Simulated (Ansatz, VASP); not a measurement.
## Two plane-wave programs on LiPb2N3

```
Li Pb N
1.0
     3.11256   -4.50607    0.00000
     3.11256    4.50607    0.00000
     0.00000    0.00000    3.33803
Li Pb N
1 2 3
Direct
  0.00000 0.00000 0.00000
  0.50000 0.00000 0.50000
  0.00000 0.50000 0.50000
  0.80033 0.19967 0.00000
  0.19967 0.80033 0.00000
  0.50000 0.50000 0.50000
```

Alike in both runs: task single point; functional r2SCAN; dispersion rVV10; k mesh 6 × 6 × 8; occupations fermi-dirac, width 0.03 eV; no spin polarisation.

|  | VASP | Ansatz |
| --- | --- | --- |
| version | VASP 6.6.1 | Ansatz 0.2.0 |
| potentials or method | VASP PAW PBE potentials, release 64 (Li_sv, Pb_d, N) | plane waves, PAW |
| plane-wave cutoff (eV) | 520 | 500 |
| valence electrons in the cell | 46 | 46 |

|  | VASP | Ansatz | Ansatz less VASP |
| --- | --- | --- | --- |
| rms of the force components (eV/Å) | 0.036 | 0.006 | -0.0308 |

VASP's potentials were made for PBE, not for r2SCAN. Atom by atom the forces differ by 0.031 eV/Å (rms over components).

Spin-orbit coupling is off throughout. Noted on VASP's run: the cutoff is under 1.25 times that of the potentials, so the pressure is a little rough.
